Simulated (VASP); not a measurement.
# NaH (Fm-3m) in VASP: a series of runs, part 2 of 2

VASP 6.6.1.

## Step 3: Single point, PBE

Input file INCAR:

```
SYSTEM = NaH
PREC     = Accurate       ! precision mode
ENCUT    = 520            ! plane-wave cutoff, eV
EDIFF    = 1E-6           ! SCF threshold, eV
ISMEAR   = 0              ! smearing method
SIGMA    = 0.01           ! smearing width, eV
LREAL    = .FALSE.        ! projectors in reciprocal space
LASPH    = .TRUE.         ! aspherical terms in the spheres
NELM     = 80             ! most SCF steps
ALGO     = Normal         ! electronic algorithm
ISIF     = 2              ! what is computed and relaxed
LWAVE    = .FALSE.        ! write WAVECAR
LCHARG   = .FALSE.        ! write CHGCAR
GGA      = PE             ! functional
NBANDS   = 11             ! bands
```

Input file KPOINTS:

```
regular mesh
0
G
  6 6 6
  0 0 0
```

Input file POSCAR:

```
NaH
1.0
    0.0000000000      2.3975122889      2.3975122889
    2.3975122889      0.0000000000      2.3975122889
    2.3975122889      2.3975122889      0.0000000000
Na H
1 1
Direct
    0.0000000000      0.0000000000      0.0000000000
    0.5000000000      0.5000000000      0.5000000000
```

Potentials or basis: VASP PAW PBE potentials, release 64 (Na_pv, H).

Launch:

```bash
$ cat potpaw_PBE.64/Na_pv/POTCAR potpaw_PBE.64/H/POTCAR > POTCAR
$ mpirun -np 1 vasp_std > vasp.out
```

OUTCAR:

```text
SYSTEM = NaH
   PREC = Accurate
   ENCUT = 520
   EDIFF = 1E-6
   ISMEAR = 0
   LREAL = .FALSE.
   LASPH = .TRUE.
   NELM = 80
   ISIF = 2
   GGA = PE

 ion  position               nearest neighbor table
   1  0.000  0.000  0.000-
   2  0.500  0.500  0.500-

  LATTYP: Found a face centered cubic cell.
 ALAT       =     4.7950245778

  Lattice vectors:

 A1 = (   0.0000000000,   2.3975122889,   2.3975122889)
[... 397 lines left out ...]
     10      20.0289      0.00000
     11      20.1785      0.00000

------------------------ aborting loop because EDIFF is reached ----------------------------------------

  FORCE on cell =-STRESS in cart. coord.  units (eV):
  Direction    XX          YY          ZZ          XY          YZ          ZX
  --------------------------------------------------------------------------------------
  -------------------------------------------------------------------------------------
  Total        0.0915421      0.0915421      0.0915421     -0.0000000     -0.0000000      0.0000000
  in kB        5.3213170      5.3213170      5.3213170     -0.0000000     -0.0000000      0.0000000
  external PRESSURE =       5.3213170 kB  Pullay stress =       0.0000000 kB

 VOLUME and BASIS-vectors are now :
 -----------------------------------------------------------------------------
  energy-cutoff  :      520.00
  volume of cell :       27.56
      direct lattice vectors                 reciprocal lattice vectors
     0.000000000  2.397512289  2.397512289    -0.208549505  0.208549505  0.208549505
     2.397512289  0.000000000  2.397512289     0.208549505 -0.208549505  0.208549505
     2.397512289  2.397512289  0.000000000     0.208549505  0.208549505 -0.208549505

 POSITION                                       TOTAL-FORCE (eV/Angst)
 -----------------------------------------------------------------------------------
      0.00000      0.00000      0.00000        -0.000000      0.000000     -0.000000
      2.39751      2.39751      2.39751         0.000000     -0.000000      0.000000
 -----------------------------------------------------------------------------------
    total drift:                               -0.000000     -0.000000     -0.000000

  FREE ENERGIE OF THE ION-ELECTRON SYSTEM (eV)
  ---------------------------------------------------
  free  energy   TOTEN  =        -5.0864046975 eV

  energy  without entropy=       -5.0864046975  energy(sigma->0) =       -5.08640470
```

stdout:

```text
POSCAR found type information on POSCAR NaH
 POSCAR found :  2 types and       2 ions
 scaLAPACK will be used
 LDA part: xc-table for (Slater+PW92), standard interpolation
 POSCAR, INCAR and KPOINTS ok, starting setup
 FFT: planning ... GRIDC
 FFT: planning ... GRID_SOFT
 FFT: planning ... GRID
 WAVECAR not read
 entering main loop
```

It took 5.1 s on 1 thread of Intel Xeon Platinum 8488C (Sapphire Rapids), shared host; peak memory 0.14 GiB.

What came out:

```
Free energy            : -5.0864 eV
Pressure               : 0.5 GPa
Band gap on the k mesh : 3.85 eV, indirect (least direct gap 4.67 eV)
```

## Step 4: Single point, PBE

Input file INCAR:

```
SYSTEM = NaH
  ALGO = Normal
  EDIFF = 1E-6
  ENCUT = 520
  GGA = PE
  ISIF = 2
  ISMEAR = 0
  LASPH = .True.
  LCHARG = .False.
  LREAL = .False.
  LWAVE = .False.
  NBANDS = 11
  NELM = 80
  PREC = Accurate
  SIGMA = 0.01
```

Input file KPOINTS:

```
k-points
0
Gamma
  8 8 8
  0 0 0
```

POSCAR is that of step 3.

Launch:

```bash
$ cat potpaw_PBE.64/Na_pv/POTCAR potpaw_PBE.64/H/POTCAR > POTCAR
$ mpirun -np 1 vasp_std > vasp.out
```

It took 7.8 s on 1 thread of Intel Xeon Platinum 8488C (Sapphire Rapids), shared host; peak memory 0.14 GiB.

It converged, with:

| Item | Value |
| --- | --- |
| Free energy | -5.0864 eV |
| Pressure | 0.5 GPa |
| Band gap on the k mesh | 3.80 eV, indirect (least direct gap 4.67 eV) |

Levels at points of the mesh, in eV from the valence-band top:
```tsv
k point	band 1	band 2	band 3	band 4	band 5	band 6	band 7	band 8	band 9
(0.00, 0.00, 0.00)	-22.06	-22.06	-22.06	-3.68	10.63	15.78	15.78	15.78	16.69
(0.50, 0.00, 0.00)	-22.16	-22.07	-22.07	-0.87	3.80	10.94	13.53	13.53	16.63
(0.50, 0.50, 0.00)	-22.15	-22.10	-22.10	-0.18	4.68	10.12	10.82	10.82	12.01
```

A k mesh can miss the band edges.

## Step 5: Single point, r2SCAN

POSCAR is that of step 4.

Input file INCAR.step1:

```
PREC = Accurate ; ENCUT = 520
ISMEAR = 0 ; SIGMA = 0.01
LREAL = False ; LASPH = True
NELM = 60 ; NBANDS = 11
GGA = PE ; ALGO = Normal
EDIFF = 1E-4 ; LWAVE = True
LCHARG = False
```

Input file INCAR.step2:

```
PREC = Accurate ; ENCUT = 520
EDIFF = 1E-6 ; ISMEAR = 0
SIGMA = 0.01 ; LREAL = False
LASPH = True ; NELM = 60
ALGO = Normal ; ISIF = 2
LWAVE = False ; LCHARG = True
METAGGA = R2SCAN ; LMIXTAU = True
LELF = True ; LVHAR = True
NBANDS = 11 ; ISTART = 1
```

Input file KPOINTS:

```
regular mesh
0
Gamma
  6 6 6
```

Launch:

```bash
$ cat potpaw_PBE.64/Na_pv/POTCAR potpaw_PBE.64/H/POTCAR > POTCAR
$ cp INCAR.step1 INCAR
$ mpirun -np 1 vasp_std > vasp.out
$ cp INCAR.step2 INCAR
$ mpirun -np 1 vasp_std > vasp.out
```

It took 20 s on 1 thread of Intel Xeon Platinum 8488C (Sapphire Rapids), shared host; peak memory 0.16 GiB.

It converged, with:

```
Free energy            : -7.6025 eV
Pressure               : -0.3 GPa
Band gap on the k mesh : 4.46 eV, indirect (least direct gap 5.26 eV)
```

Levels at points of the mesh, in eV from the valence-band top:
```
           k point  band 2  band 3  band 4  band 5  band 6  band 7
(0.00, 0.00, 0.00)  -22.81  -22.81   -3.57   11.70   16.57   16.57
(0.50, 0.00, 0.00)  -22.82  -22.82   -0.80    4.46   11.90   14.10
(0.50, 0.50, 0.00)  -22.84  -22.84   -0.13    5.29   10.84   11.58
```

Caveat: the PAW data sets were made with another functional, which shifts forces and pressure a little.

## Step 6: Overview

| level | k mesh | gap on the mesh (eV) | pressure (GPa) |
| --- | --- | --- | --- |
| PBE | 6 × 6 × 6 | 3.85 | 0.5 |
| PBE | 8 × 8 × 8 | 3.80 | 0.5 |
| r2SCAN | 6 × 6 × 6 | 4.46 | -0.3 |

Alike in all rows: task single point; potentials or basis VASP PAW PBE potentials, release 64 (Na_pv, H); no spin polarisation; cell as given; cutoff (eV) 520; smearing gaussian 0.01 eV.

On the cell as given the gap runs from 3.80 eV (PBE) to 4.46 eV (r2SCAN); the meshes differ, which moves gaps too. The pressure there spans -0.3 GPa (r2SCAN) to 0.5 GPa (PBE); a positive pressure means that this level wants a larger cell, a negative one a smaller.

Caveats: the PAW data sets were made with another functional, which shifts forces and pressure a little (some runs).

Total energies depend on the potentials used, so only differences within one code and one set of settings carry meaning.
